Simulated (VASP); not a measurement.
Write the native input for VASP 6.6.1 that does the following.

* Task: single point
* Functional: r2SCAN
* Potentials or basis: VASP PAW PBE potentials, release 64 (Al, Bi_d, K_sv)
* Cutoff: 520 eV
* k mesh: 5 × 5 × 5
* Occupations: fermi-dirac, width 0.1325 eV
* Spin: no spin polarisation
* Dipole correction: no
* Further INCAR settings: ALGO = Normal; EDIFF = 1e-06; NBANDS = 40

K3Al2Bi2:

```
Al Bi K
1.0
     0.00000    0.00000    5.57672
     4.50387    0.00000    0.00000
     2.25194   10.35172   -2.78836
Al Bi K
2 2 3
Direct
  0.43920 0.06080 0.87839
  0.56080 0.93920 0.12161
  0.36344 0.63656 0.72688
  0.63656 0.36344 0.27312
  0.00000 0.50000 0.00000
  0.18340 0.81660 0.36679
  0.81660 0.18340 0.63321
```

One way to write it, as run:

POSCAR

```
K3Al2Bi2
1.0
    0.0000000000      0.0000000000      5.5767154522
    4.5038733074      0.0000001072      0.0000000000
    2.2519364074     10.3517166179     -2.7883577261
Al Bi K
2 2 3
Direct
    0.4391968014      0.0608031986      0.8783936029
    0.5608031986      0.9391968014      0.1216063971
    0.3634394051      0.6365605949      0.7268788102
    0.6365605949      0.3634394051      0.2731211898
    0.0000000000      0.5000000000      0.0000000000
    0.1833964468      0.8166035532      0.3667928935
    0.8166035532      0.1833964468      0.6332071065
```

INCAR.step1

```
ALGO = Normal
EDIFF = 1E-4
ENCUT = 520
GGA = PE
ISMEAR = -1
LASPH = True
LCHARG = False
LREAL = False
LWAVE = True
NBANDS = 40
NELM = 60
PREC = Accurate
SIGMA = 0.1325
```

INCAR.step2

```
ALGO = Normal
EDIFF = 1E-6
ENCUT = 520
ISIF = 2
ISMEAR = -1
ISTART = 1
LASPH = True
LCHARG = True
LELF = True
LMIXTAU = True
LREAL = False
LVHAR = True
LWAVE = False
METAGGA = R2SCAN
NBANDS = 40
NELM = 60
PREC = Accurate
SIGMA = 0.1325
```

KPOINTS

```
k-points
0
Gamma
  5 5 5
```

Potentials or basis: VASP PAW PBE potentials, release 64 (Al, Bi_d, K_sv).

Command:

```bash
$ cat potpaw_PBE.64/Al/POTCAR potpaw_PBE.64/Bi_d/POTCAR potpaw_PBE.64/K_sv/POTCAR > POTCAR
$ cp INCAR.step1 INCAR
$ mpirun -np 1 vasp_std > vasp.out
$ cp INCAR.step2 INCAR
$ mpirun -np 1 vasp_std > vasp.out
```

It gave:

| Item | Value |
| --- | --- |
| Pressure | -0.1 GPa |
| Largest force | 0.008 eV/Å |
| Band gap on the k mesh | zero (an odd number of electrons rules out a gap without spin polarisation) |

Caveat: the PAW data sets were made with another functional, which shifts forces and pressure a little; spin-orbit coupling is left out, which moves the levels of the heavy elements.

Run time: 35 min on 1 thread of Intel Xeon 8259CL (shared host), peak memory 0.54 GiB.
